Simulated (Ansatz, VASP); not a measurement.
Two plane-wave programs on NaCl

```xyz
2
Lattice="0.0000 2.7186 2.8393 2.7186 0.0000 2.8393 2.7186 2.7186 0.0000" Properties=species:S:1:pos:R:3 pbc="T T T"
Na    0.0000    0.0000    0.0000
Cl    2.7186    2.7186    2.8393
```

Change from the starting cell: epitaxial_xy strain -3.0%.

Alike in both runs: task single point; functional PBE; k mesh 8 × 8 × 8; occupations fermi-dirac, width 0.02 eV; no spin polarisation.

|  | VASP | Ansatz |
| --- | --- | --- |
| version | VASP 6.6.1 | Ansatz 0.2.0 |
| potentials or method | VASP PAW PBE potentials, release 64 (Na_pv, Cl) | plane waves, PAW |
| plane-wave cutoff (eV) | 520 | 420 |
| valence electrons in the cell | 14 | 16 |

```tsv
	VASP	Ansatz	Ansatz less VASP
gap on the k mesh at the Fermi level (eV)	5.36	5.36	-0.001
pressure (GPa)	3.0	3.0	+0.02
traceless stress, the component that is largest in VASP (GPa)	-1.64	-1.62	+0.015
```

With one functional, cell and mesh, what is left measures potentials, basis and numerics. VASP's potentials hold 14 valence electrons a cell and Ansatz's 16, so a difference there can come from the potentials and not from the codes.
